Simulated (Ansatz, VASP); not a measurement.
Ag: VASP beside Ansatz

```xyz
1
Lattice="0.0000 2.0009 2.0009 2.0009 0.0000 2.0009 2.0009 2.0009 0.0000" Properties=species:S:1:pos:R:3 pbc="T T T"
Ag    0.0000    0.0000    0.0000
```

Alike in both runs: functional LDA; k mesh 16 × 16 × 16; occupations gaussian, width 0.1 eV; no spin polarisation.

Ansatz relaxed the structure, and its values are those at the end. VASP's run is a single point on that final structure, the one shown.

```csv
,VASP,Ansatz
version,VASP 6.6.1,Ansatz 0.2.0
potentials or method,"VASP PAW LDA potentials, release 64 (Ag), cutoff 520 eV","scalar-relativistic, plane waves, PAW"
valence electrons in the cell,11,19
```

Ansatz gave:

```
gap on the k mesh at the Fermi level (eV) : none
pressure (GPa)                            : 0.0
```

Problem. Estimate VASP's values.

Solution. gap on the k mesh at the Fermi level (eV): none; pressure (GPa): 0.1.

Ansatz warns that its potentials were made for another functional, while VASP's fit it. LDA's correlation is that of Perdew and Zunger in VASP and of Perdew and Wang (1992) in Ansatz. A gap of «none» marks a metal or a gap that the smearing closes. VASP's potentials hold 11 valence electrons a cell and Ansatz's 19, so a difference there can come from the potentials and not from the codes.
